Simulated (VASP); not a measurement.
# Cu (I4/mmm) in VASP: a series of runs

Cu is run at these levels: PBE; tasks: single point.

Program: VASP 6.6.1. These are calculated values, not measurements. Logs are shortened: lines on timing, memory, paths and dates and some standing lists are left out, and cuts for length are marked.

### 1 The cell of the first run

It takes space group I4/mmm (No. 139, tetragonal). Conventional cell: a = 2.848 Å, b = 2.848 Å, c = 2.626 Å, α = 90.00°, β = 90.00°, γ = 90.00°. Within 3.2 Å of Cu (site symmetry 4/mmm) lie 14 Cu at 2.40 to 2.85 Å.

### 2 Single point, PBE

Contents of INCAR:

```
SYSTEM = Cu
ALGO = Normal
EDIFF = 1E-7
ENCUT = 520
GGA = PE
ISIF = 2
ISMEAR = 0
LASPH = .True.
LCHARG = .True.
LELF = .True.
LREAL = .False.
LVHAR = .True.
LWAVE = .False.
NBANDS = 12
NELM = 100
PREC = Accurate
SIGMA = 0.15
```

Contents of KPOINTS:

```
k-points
0
Gamma
  22 22 22
  0 0 0
```

Contents of POSCAR:

```
Cu
1.0
   -1.4241500000      1.4241500000      1.3129000000
    1.4241500000     -1.4241500000      1.3129000000
    1.4241500000      1.4241500000     -1.3129000000
Cu
1
Direct
    0.0000000000      0.0000000000      0.0000000000
```

Potentials or basis: VASP PAW PBE potentials, release 64 (Cu).

Started as:

```
> cat potpaw_PBE.64/Cu/POTCAR > POTCAR
> mpirun -np 1 vasp_std > vasp.out
```

OUTCAR:

```text
SYSTEM = Cu
   EDIFF = 1E-7
   ENCUT = 520
   GGA = PE
   ISIF = 2
   ISMEAR = 0
   LASPH = .True.
   LREAL = .False.
   NELM = 100
   PREC = Accurate

 ion  position               nearest neighbor table
   1  0.000  0.000  0.000-

  LATTYP: Found a body centered tetragonal cell.
 ALAT       =     2.8483000000
 C/A-ratio  =     0.9218832286

  Lattice vectors:

 A1 = (  -1.4241500000,   1.4241500000,   1.3129000000)
 A2 = (   1.4241500000,  -1.4241500000,   1.3129000000)
 A3 = (   1.4241500000,   1.4241500000,  -1.3129000000)

Analysis of symmetry for initial positions (statically):
=====================================================================
 Subroutine PRICEL returns:
 Original cell was already a primitive cell.

 Routine SETGRP: Setting up the symmetry group for a
 body centered tetragonal supercell.

 Subroutine GETGRP returns: Found 16 space group operations
 (whereof 16 operations were pure point group operations)
 out of a pool of 16 trial point group operations.

The static configuration has the point symmetry D_4h.

Analysis of symmetry for dynamics (positions and initial velocities):
=====================================================================
 Subroutine PRICEL returns:
 Original cell was already a primitive cell.

 Routine SETGRP: Setting up the symmetry group for a
 body centered tetragonal supercell.

 Subroutine GETGRP returns: Found 16 space group operations
 (whereof 16 operations were pure point group operations)
 out of a pool of 16 trial point group operations.

The dynamic configuration has the point symmetry D_4h.

 Subroutine INISYM returns: Found 16 space group operations
 (whereof 16 operations are pure point group operations),
 and found     1 'primitive' translations

----------------------------------------------------------------------------------------

                                     Primitive cell

  volume of cell :      10.6513

  direct lattice vectors                    reciprocal lattice vectors
    -1.424150000  1.424150000  1.312900000     0.000000000  0.351086613  0.380836317
     1.424150000 -1.424150000  1.312900000     0.351086613  0.000000000  0.380836317
     1.424150000  1.424150000 -1.312900000     0.351086613  0.351086613  0.000000000

  length of vectors
     2.404186527  2.404186527  2.404186527     0.517975009  0.517975009  0.496511450

  position of ions in fractional coordinates (direct lattice)
     0.000000000  0.000000000  0.000000000

  ion indices of the primitive-cell ions
   primitive index   ion index
                 1           1

----------------------------------------------------------------------------------------

 KPOINTS: k-points

Automatic generation of k-mesh.
 Grid dimensions read from file:
 generate k-points for:   22   22   22

 Generating k-lattice:

  Cartesian coordinates                     Fractional coordinates (reciprocal lattice)
     0.000000000  0.015958482  0.017310742     0.045454545  0.000000000 -0.000000000
     0.015958482  0.000000000  0.017310742     0.000000000  0.045454545 -0.000000000
     0.015958482  0.015958482  0.000000000     0.000000000  0.000000000  0.045454545

  Length of vectors
     0.023544319  0.023544319  0.022568702

  Shift w.r.t. Gamma in fractional coordinates (k-lattice)
     0.000000000  0.000000000  0.000000000

 Subroutine IBZKPT returns following result:
 ===========================================

 Found    834 irreducible k-points:

 Following reciprocal coordinates:
            Coordinates               Weight
  0.000000  0.000000  0.000000      1.000000
  0.045455  0.000000  0.000000      8.000000
  0.090909  0.000000  0.000000      8.000000
  0.136364 -0.000000  0.000000      8.000000
  0.181818  0.000000  0.000000      8.000000
  0.227273  0.000000 -0.000000      8.000000
[... 16 lines left out ...]
  0.500000  0.045455  0.000000     16.000000
 -0.454545  0.045455 -0.000000     16.000000
 [... further k-points ...]
   k-points           NKPTS =    834   k-points in BZ     NKDIM =    834   number of bands    NBANDS=     12
   number of dos      NEDOS =    301   number of ions     NIONS =      1
   total plane-waves  NPLWV =   5832
   dimension x,y,z NGX =    18 NGY =   18 NGZ =   18
   dimension x,y,z NGXF=    36 NGYF=   36 NGZF=   36
   ions per type =               1
   NGX,Y,Z   is equivalent  to a cutoff of  12.45, 12.45, 12.45 a.u.
   NGXF,Y,Z  is equivalent  to a cutoff of  24.89, 24.89, 24.89 a.u.
 SYSTEM =  Cu
   PREC   = accura    normal or accurate (medium, high low for compatibility)
   ISTART =      0    job   : 0-new  1-cont  2-samecut
   ICHARG =      2    charge: 1-file 2-atom 10-const
   ISPIN  =      1    spin polarized calculation?
   LNONCOLLINEAR =      F non collinear calculations
   LSORBIT =      F    spin-orbit coupling
   LASPH  =      T    aspherical Exc in radial PAW
   ENCUT  =  520.0 eV  38.22 Ry    6.18 a.u.   4.47  4.47  4.47*2*pi/ulx,y,z
   NELM   =    100;   NELMIN=  2; NELMDL= -5     # of ELM steps
   EDIFF  = 0.1E-06   stopping-criterion for ELM
   LREAL  =      F    real-space projection
   EDIFFG = 0.1E-05   stopping-criterion for IOM
   NSW    =      0    number of steps for IOM
   IBRION =     -1    ionic relax: 0-MD 1-quasi-New 2-CG
   NFREE  =      0    steps in history (QN), initial steepest desc. (CG)
   ISIF   =      2    stress and relaxation
   ISYM   =      2    0-nonsym 1-usesym 2-fastsym
   POTIM  = 0.5000    time-step for ionic-motion
   TEBEG  =    0.0;   TEEND  =   0.0 temperature during run
   PSTRESS=    0.0 pullay stress
   NELECT =      11.0000    total number of electrons
   NUPDOWN=      -1.0000    fix difference up-down
   EMIN   =  10.00;   EMAX   =-10.00  energy-range for DOS
   EFERMI =   0.00;   METHOD = LEGACY
   ISMEAR =     0;   SIGMA  =   0.15  broadening in eV -4-tet -1-fermi 0-gaus
   EFERMI_NEDOS =   21; number of points for ismear=-14 and -15
   IALGO  =     38    algorithm
   IMIX   =      4    mixing-type and parameters
     AMIX     =   0.40;   BMIX     =  1.00
     AMIX_MAG =   1.60;   BMIX_MAG =  1.00
  volume/ion in A,a.u.               =      10.65        71.88
  Fermi-wavevector in a.u.,A,eV,Ry     =   1.654771  3.127065 37.256406  2.738269
  Thomas-Fermi vector in A             =   2.742982
   LORBIT       =      0    0 simple, 1 ext, 2 COOP (PROOUT), +10 PAW based schemes
   GGA     = PE    functional components
   LHFCALC =     F    Hartree Fock is set to
   AEXX    =    0.0000 exact exchange contribution
   IVDW    =     0    specifies the selected vdW correction
   LEPSILON=     F    determine dielectric tensor
   LRPA    =     F    only Hartree local field effects (RPA)
 non-spin polarized calculation
 Gauss-broadening in eV      SIGMA  =   0.15
  energy-cutoff  :      520.00
  volume of cell :       10.65
 maximum number of plane-waves:       298
 NGX is ok and might be reduce to    18
   NGX =  9   NGY =  9   NGZ =  9

 number of electron      10.9999983 magnetization

 Free energy of the ion-electron system (eV)
  ---------------------------------------------------
  ext. energy  EPLUGINS =         0.00000000
  ---------------------------------------------------
  free energy    TOTEN  =        -3.60229562 eV

  energy without entropy =       -3.59808792  energy(sigma->0) =       -3.60019177

 E-fermi :   8.9718     XC(G=0): -13.3378

 val. band max:        8.9680389064   @ k =   0.3182   0.0909   0.0909
 cond. band min:       8.9760659381   @ k =   0.5000   0.2273   0.1364
 fundamental gap:      0.0080270317
 Fermi energy:         8.9718184033

 k-point     1 :       0.0000    0.0000    0.0000
  band No.  band energies     occupation
      1      -1.2230      2.00000
      2       5.2531      2.00000
      3       5.6357      2.00000
      4       5.6357      2.00000
      5       6.4213      2.00000
      6       6.8303      2.00000
      7      34.0706      0.00000
      8      34.0706      0.00000
      9      36.4473      0.00000
     10      38.6962      0.00000
     11      38.8402      0.00000
     12      39.5913      0.00000

 k-point     2 :       0.0455    0.0000    0.0000
  band No.  band energies     occupation
      1      -1.1343      2.00000
      2       5.2636      2.00000
      3       5.6317      2.00000
      4       5.6412      2.00000
      5       6.4247      2.00000
      6       6.8150      2.00000
      7      33.6897      0.00000
      8      33.8572      0.00000
      9      35.6781      0.00000
     10      38.0400      0.00000
     11      38.4254      0.00000
     12      38.7180      0.00000

 k-point     3 :       0.0909    0.0000    0.0000
  band No.  band energies     occupation
      1      -0.8704      2.00000
      2       5.2715      2.00000
      3       5.6161      2.00000
      4       5.6815      2.00000
      5       6.4368      2.00000
      6       6.7752      2.00000
      7      32.4753      0.00000
      8      33.3348      0.00000
      9      33.9981      0.00000
     10      36.5721      0.00000
     11      37.5858      0.00000
     12      38.4363      0.00000

 k-point     4 :       0.1364   -0.0000    0.0000
  band No.  band energies     occupation
      1      -0.4388      2.00000
      2       5.2326      2.00000
      3       5.5812      2.00000
      4       5.8006      2.00000
      5       6.4622      2.00000
      6       6.7260      2.00000
      7      30.3538      0.00000
      8      32.5458      0.00000
      9      32.6691      0.00000
     10      35.0990      0.00000
     11      36.7001      0.00000
     12      38.7284      0.00000

 k-point     5 :       0.1818    0.0000    0.0000
  band No.  band energies     occupation
      1       0.1457      2.00000
      2       5.1437      2.00000
      3       5.5264      2.00000
      4       6.0007      2.00000
      5       6.5049      2.00000
      6       6.6850      2.00000
      7      27.8608      0.00000
      8      31.3098      0.00000
      9      31.9094      0.00000
     10      33.8012      0.00000
     11      35.9737      0.00000
     12      39.3275      0.00000
[... 228 lines left out ...]
      1       3.2813      2.00000
      2       4.5599      2.00000
      3       6.5170      2.00000
      4       6.8746      2.00000
      5       7.1626      2.00000
      6       7.9781      2.00000
      7      15.4955      0.00000
      8      26.2909      0.00000
      9      27.1175      0.00000
     10      31.5835      0.00000
     11      34.9162      0.00000
     12      42.7877      0.00000

 k-point    22 :       0.4545    0.0455   -0.0000
  band No.  band energies     occupation
      1       3.3330      2.00000
      2       4.5261      2.00000
      3       6.5711      2.00000
      4       6.9155      2.00000
      5       7.3244      2.00000
      6       8.5753      1.99981
      7      14.3896      0.00000
      8      26.0074      0.00000
      9      26.8926      0.00000
     10      31.5270      0.00000
     11      34.9336      0.00000
     12      43.4658      0.00000

 k-point    23 :       0.5000    0.0455    0.0000
  band No.  band energies     occupation
      1       3.3306      2.00000
      2       4.5278      2.00000
      3       6.5995      2.00000
      4       6.8773      2.00000
      5       7.3201      2.00000
      6       8.5469      1.99994
      7      14.4437      0.00000
      8      25.9295      0.00000
      9      26.9252      0.00000
     10      31.5551      0.00000
     11      34.9876      0.00000
     12      44.0261      0.00000

 k-point    24 :      -0.4545    0.0455   -0.0000
  band No.  band energies     occupation
      1       3.2720      2.00000
      2       4.5646      2.00000
      3       6.6154      2.00000
      4       6.7374      2.00000
      5       7.1445      2.00000
      6       7.9452      2.00000
      7      15.6223      0.00000
      8      26.0609      0.00000
      9      27.2086      0.00000
     10      31.6678      0.00000
     11      35.0809      0.00000
     12      44.4177      0.00000

 [... further k-points ...]
[... 5 lines left out ...]
  --------------------------------------------------------------------------------------
  -------------------------------------------------------------------------------------
  Total        1.5075540      1.5075540      1.6050714      0.0000000      0.0000000      0.0000000
  in kB      226.7672598    226.7672598    241.4358964      0.0000000      0.0000000      0.0000000
  external PRESSURE =     231.6568053 kB  Pullay stress =       0.0000000 kB

 VOLUME and BASIS-vectors are now :
 -----------------------------------------------------------------------------
  energy-cutoff  :      520.00
  volume of cell :       10.65
      direct lattice vectors                 reciprocal lattice vectors
    -1.424150000  1.424150000  1.312900000     0.000000000  0.351086613  0.380836317
     1.424150000 -1.424150000  1.312900000     0.351086613  0.000000000  0.380836317
     1.424150000  1.424150000 -1.312900000     0.351086613  0.351086613  0.000000000

 POSITION                                       TOTAL-FORCE (eV/Angst)
 -----------------------------------------------------------------------------------
      0.00000      0.00000      0.00000        -0.000000      0.000000     -0.000000
 -----------------------------------------------------------------------------------
    total drift:                                0.000000      0.000000      0.000000

  FREE ENERGIE OF THE ION-ELECTRON SYSTEM (eV)
  ---------------------------------------------------
  free  energy   TOTEN  =        -3.6022956179 eV

  energy  without entropy=       -3.5980879232  energy(sigma->0) =       -3.60019177
```

It took 33 s on 1 thread of Intel Xeon 6975P-C (Granite Rapids), shared host; peak memory 0.21 GiB.

What came out:

| Item | Value |
| --- | --- |
| Free energy | -3.6023 eV |
| Pressure | 23.2 GPa |

Levels at points of the mesh, in eV from the Fermi level:
```csv
k point,band 3,band 4,band 5,band 6,band 7,band 8,band 9,band 10
"(0.00, 0.00, 0.00)",-3.34,-3.34,-2.55,-2.14,25.10,25.10,27.48,29.72
"(0.50, 0.00, 0.00)",-2.36,-1.99,-1.45,-0.64,5.26,17.67,18.08,22.02
"(0.50, 0.50, 0.00)",-2.64,-2.28,-1.49,-1.32,4.31,19.85,20.71,24.12
"(0.50, 0.50, 0.50)",-1.68,-1.68,-1.58,7.59,7.59,10.96,13.53,14.53
```

### 3 Single point, PBE

This run uses another cell than the first one, of 11.02 Å³/atom, 1.035 times its volume.

Contents of INCAR:

```
SYSTEM = Cu
ALGO = Normal ; EDIFF = 1E-6
ENCUT = 520 ; GGA = PE
ISIF = 2 ; ISMEAR = 0
LASPH = .True. ; LCHARG = .False.
LREAL = .False. ; LWAVE = .False.
NBANDS = 12 ; NELM = 100
PREC = Accurate ; SIGMA = 0.15
```

KPOINTS is that of step 2.

Contents of POSCAR:

```
Cu
1.0
   -1.4487000000      1.4487000000      1.3129000000
    1.4487000000     -1.4487000000      1.3129000000
    1.4487000000      1.4487000000     -1.3129000000
Cu
1
Direct
    0.0000000000      0.0000000000      0.0000000000
```

Potentials or basis: VASP PAW PBE potentials, release 64 (Cu).

Started as:

```
> cat potpaw_PBE.64/Cu/POTCAR > POTCAR
> mpirun -np 1 vasp_std > vasp.out
```

Wall time 33 s (1 thread of Intel Xeon 6975P-C (Granite Rapids), shared host); peak memory 0.21 GiB.

The run converged. Its results:

- Free energy: -3.6458 eV
- Pressure: 15.5 GPa

Stress tensor (GPa, compression positive):
```
14.95  0.00  0.00
 0.00 14.95  0.00
 0.00  0.00 16.67
```

Levels at points of the mesh, in eV from the Fermi level:
```csv
k point,band 3,band 4,band 5,band 6,band 7,band 8,band 9,band 10
"(0.00, 0.00, 0.00)",-3.18,-3.18,-2.53,-2.05,24.49,24.49,27.46,28.86
"(0.50, 0.00, 0.00)",-2.30,-1.89,-1.44,-0.49,5.14,17.26,17.50,21.47
"(0.50, 0.50, 0.00)",-2.62,-2.24,-1.48,-1.29,4.00,19.91,20.62,23.99
"(0.50, 0.50, 0.50)",-1.65,-1.65,-1.54,7.24,7.24,11.25,13.11,14.04
```

(Part 1 of 2 ends here.)
